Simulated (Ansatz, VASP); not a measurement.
## One calculation of Hg, two programs

```
Hg
1.0
    14.00000    0.00000    0.00000
     0.00000   14.40000    0.00000
     0.00000    0.00000   14.80000
Hg
1
Direct
  0.50000 0.50000 0.50000
```

Alike in both runs: task single point; functional RPBE; k mesh 1 × 1 × 1; occupations fermi-dirac, width 0.01 eV; collinear spin.

```csv
,VASP,Ansatz
version,VASP 6.6.1,Ansatz 0.2.0
potentials or method,"VASP PAW PBE potentials, release 64 (Hg), cutoff 520 eV","plane waves (420 eV) with PAW, scalar-relativistic"
valence electrons in the cell,12,20
```

```tsv
	VASP	Ansatz	Ansatz less VASP
gap on the k mesh at the Fermi level (eV)	5.67	5.66	-0.008
net moment per atom (μB)	0.00	0.00	0.000
```

VASP's potentials were made for PBE, not for RPBE. With one functional, cell and mesh, what is left measures potentials, basis and numerics. VASP's potentials hold 12 valence electrons a cell and Ansatz's 20, so a difference there can come from the potentials and not from the codes. Ansatz's warnings: seeded moment not kept.

Neither program's run includes spin-orbit coupling.
